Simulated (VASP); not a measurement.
A run of VASP 6.6.1 is set up as follows.

File POSCAR:

```
NaCl
1.0
    0.0000000000      2.8027319616      2.8027319616
    2.8027319616      0.0000000000      2.8027319616
    2.8027319616      2.8027319616      0.0000000000
Na Cl
1 1
Direct
    0.0000000000      0.0000000000      0.0000000000
    0.5000000000      0.5000000000      0.5000000000
```

The input INCAR.step1:

```
ALGO = Normal ; EDIFF = 1E-4
ENCUT = 520 ; GGA = PE
ISMEAR = -1 ; LASPH = True
LCHARG = False ; LREAL = False
LWAVE = True ; NBANDS = 14
NELM = 80 ; PREC = Accurate
SIGMA = 0.2
```

Contents of INCAR.step2:

```
ALGO = Normal ; EDIFF = 1E-6
ENCUT = 520 ; ISIF = 2
ISMEAR = -1 ; ISTART = 1
LASPH = True ; LCHARG = False
LMIXTAU = True ; LREAL = False
LWAVE = False ; METAGGA = R2SCAN
NBANDS = 14 ; NELM = 80
PREC = Accurate ; SIGMA = 0.2
```

KPOINTS

```
k-points
0
Gamma
  6 6 6
```

Potentials or basis: VASP PAW PBE potentials, release 64 (Na_pv, Cl).

Command:

```bash
$ cat potpaw_PBE.64/Na_pv/POTCAR potpaw_PBE.64/Cl/POTCAR > POTCAR
$ cp INCAR.step1 INCAR
$ mpirun -np 1 vasp_std > vasp.out
$ cp INCAR.step2 INCAR
$ mpirun -np 1 vasp_std > vasp.out
```

**Question.** Predict the band gap on the k mesh.

**Answer.** 6.00 eV.

**Question.** Estimate the pressure.

**Answer.** -0.1 GPa.

Caveat: the PAW data sets were made with another functional, which shifts forces and pressure a little. r2SCAN opens gaps a little over a GGA but as a rule still falls short of measured ones.
